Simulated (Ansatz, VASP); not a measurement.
## One calculation of MgS, two programs

```
Mg S
1.0
     3.55655    0.00000    0.00000
     0.00000    3.55655    0.00000
     0.00000    0.00000   31.36000
Mg S
2 2
Direct
  0.00000 0.00000 0.25142
  0.50000 0.50000 0.32256
  0.50000 0.50000 0.24112
  0.00000 0.00000 0.33286
```

Alike in both runs: functional PBE; dispersion D3(BJ); k mesh 6 × 6 × 1; occupations gaussian, width 0.1 eV; no spin polarisation.

Ansatz relaxed the structure, and its values are those at the end. VASP's run is a single point on that final structure, the one shown.

|  | VASP | Ansatz |
| --- | --- | --- |
| version | VASP 6.6.1 | Ansatz 0.2.0 |
| potentials or method | VASP PAW PBE potentials, release 64 (Mg, S), cutoff 520 eV | scalar-relativistic, plane waves, PAW |
| valence electrons in the cell | 16 | 32 |

```csv
,VASP,Ansatz,Ansatz less VASP
gap on the k mesh at the Fermi level (eV),3.40,3.42,+0.019
least direct gap on the mesh (eV),3.74,3.75,+0.012
rms of the force components (eV/Å),0.013,0.006,-0.0076
```

VASP's potentials hold 16 valence electrons a cell and Ansatz's 32, so a difference there can come from the potentials and not from the codes. Ansatz's warnings: slab cell height set.
